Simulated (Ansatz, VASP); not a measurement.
## Two plane-wave programs on PtSe

```
Pt Se
1.0
     0.00000    2.64018    2.64018
     2.64018    0.00000    2.64018
     2.64018    2.64018    0.00000
Pt Se
1 1
Direct
  0.50000 0.50000 0.50000
  0.00000 0.00000 0.00000
```

Alike in both runs: task single point; functional PBEsol; k mesh 10 × 10 × 10; occupations gaussian, width 0.05 eV; collinear spin.

```csv
,VASP,Ansatz
version,VASP 6.6.1,Ansatz 0.2.0
potentials or method,"VASP PAW PBE potentials, release 64 (Pt, Se), cutoff 520 eV","scalar-relativistic, plane waves, PAW"
valence electrons in the cell,16,34
```

```tsv
	VASP	Ansatz	Ansatz less VASP
gap on the k mesh at the Fermi level (eV)	none	none	-
pressure (GPa)	-5.4	-5.4	-0.03
net moment per atom (μB)	0.00	0.00	0.000
```

VASP's potentials were made for PBE, not for PBEsol. A gap of «none» marks a metal or a gap that the smearing closes. The functional is the same, so the differences come from potentials, cutoffs and numerics. VASP's potentials hold 16 valence electrons a cell and Ansatz's 34, so a difference there can come from the potentials and not from the codes. Ansatz's warnings: seeded moment not kept.

Neither program's run includes spin-orbit coupling.
